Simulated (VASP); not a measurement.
A run of VASP 6.6.1:

The input INCAR:

```
SYSTEM = PdBr
PREC = Accurate
ENCUT = 520
EDIFF = 1E-6
ISMEAR = -1
SIGMA = 0.1
LREAL = .False.
LASPH = .True.
NELM = 60
ALGO = Normal
ISIF = 2
LWAVE = .False.
LCHARG = .True.
GGA = PE
LELF = .True.
LVHAR = .True.
NBANDS = 16
```

File KPOINTS:

```
Automatic mesh
0
Gamma
  13 13 13
  0 0 0
```

Contents of POSCAR:

```
PdBr
1.0
    0.0000000000      2.1798253713      2.1798253713
    2.1798253713      0.0000000000      2.1798253713
    2.1798253713      2.1798253713      0.0000000000
Pd Br
1 1
Direct
    0.0000000000      0.0000000000      0.0000000000
    0.5000000000      0.5000000000      0.5000000000
```

Potentials or basis: VASP PAW PBE potentials, release 64 (Pd, Br).

Run with:

```console
$ cat potpaw_PBE.64/Pd/POTCAR potpaw_PBE.64/Br/POTCAR > POTCAR
$ mpirun -np 1 vasp_std > vasp.out
```

Hardware: 1 thread of Intel Xeon 6975P-C, on a shared host.

Problem. How long does it take, and how much memory?

Solution. Wall time 19 s on 1 thread of Intel Xeon 6975P-C, on a shared host, peak memory 0.16 GiB. Counts: scf iterations 11, k points 84.
